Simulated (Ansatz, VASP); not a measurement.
CO2 in VASP and in Ansatz

```xyz
12
Lattice="5.6300 0.0000 0.0000 0.0000 5.6300 0.0000 0.0000 0.0000 5.6300" Properties=species:S:1:pos:R:3 pbc="T T T"
C     0.0000    0.0000    0.0000
C     2.8150    0.0000    2.8150
C     2.8150    2.8150    0.0000
C     0.0000    2.8150    2.8150
O     0.6747    0.6747    0.6747
O     2.1403    4.9553    3.4897
O     3.4897    2.1403    4.9553
O     4.9553    3.4897    2.1403
O     4.9553    4.9553    4.9553
O     3.4897    0.6747    2.1403
O     2.1403    3.4897    0.6747
O     0.6747    2.1403    3.4897
```

Alike in both runs: functional PBE; dispersion D3(BJ); k mesh 4 × 4 × 4; occupations gaussian, width 0.02 eV; no spin polarisation.

Ansatz relaxed the structure, and its values are those at the end. VASP's run is a single point on that final structure, the one shown.

```csv
,VASP,Ansatz
version,VASP 6.6.1,Ansatz 0.2.0
potentials or method,"VASP PAW PBE potentials, release 64 (C, O), cutoff 520 eV","scalar-relativistic, plane waves, PAW"
valence electrons in the cell,64,64
```

Ansatz gave:

- gap on the k mesh at the Fermi level (eV): 6.78
- least direct gap on the mesh (eV): 6.78
- pressure (GPa): 0.4
- rms of the force components (eV/Å): 0.000

Question: What did VASP give for the same quantities?

Answer: gap on the k mesh at the Fermi level (eV): 6.76; least direct gap on the mesh (eV): 6.76; pressure (GPa): 1.9; rms of the force components (eV/Å): 0.298.

One of these differences is far larger than is usual between the two programs; its cause wasn't traced. Ansatz's warnings: stress scf threshold loose.

Noted on VASP's run: the standard files for N, O and F lose accuracy on very short bonds.
